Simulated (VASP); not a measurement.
Write the native input for VASP 6.6.1 that does the following.

```yaml
Task: single point
Functional: PBE
Potentials_or_basis: VASP PAW PBE potentials, release 64 (Al, Cl)
Cutoff: 520 eV
k_mesh: 12 × 12 × 12
Occupations: gaussian, width 0.1 eV
Spin: no spin polarisation
Dipole_correction: no
Further_INCAR_settings: ALGO = Normal; EDIFF = 1e-06; NBANDS = 14
```

The structure of Al2Cl lies in POSCAR:

```
Al2Cl
1.0
    0.0000000000      3.4782629141      3.4782629141
    3.4782629141      0.0000000000      3.4782629141
    3.4782629141      3.4782629141      0.0000000000
Al Cl
2 1
Direct
    0.2500000000      0.2500000000      0.2500000000
    0.7500000000      0.7500000000      0.7500000000
    0.5000000000      0.5000000000      0.5000000000
```

The input as run:

INCAR

```
SYSTEM = Al2Cl
PREC = Accurate ; ENCUT = 520
EDIFF = 1E-6 ; ISMEAR = 0
SIGMA = 0.1 ; LREAL = .FALSE.
LASPH = .TRUE. ; NELM = 60
ALGO = Normal ; ISIF = 2
LWAVE = .FALSE. ; LCHARG = .TRUE.
GGA = PE ; LELF = .TRUE.
LVHAR = .TRUE. ; NBANDS = 14
```

KPOINTS

```
Automatic mesh
0
G
  12 12 12
  0 0 0
```

Potentials or basis: VASP PAW PBE potentials, release 64 (Al, Cl).

Command:

```sh
$ cat potpaw_PBE.64/Al/POTCAR potpaw_PBE.64/Cl/POTCAR > POTCAR
$ mpirun -np 1 vasp_std > vasp.out
```

Results of the run:

The pressure is -0.1 GPa.

Caveat: an odd number of electrons without spin polarisation forces a metal; a magnetic or distorted state may lie lower.

Wall time 110 s on 1 thread of Intel(R) Xeon(R) Platinum 8488C (Sapphire Rapids) (shared host), peak memory 0.26 GiB.
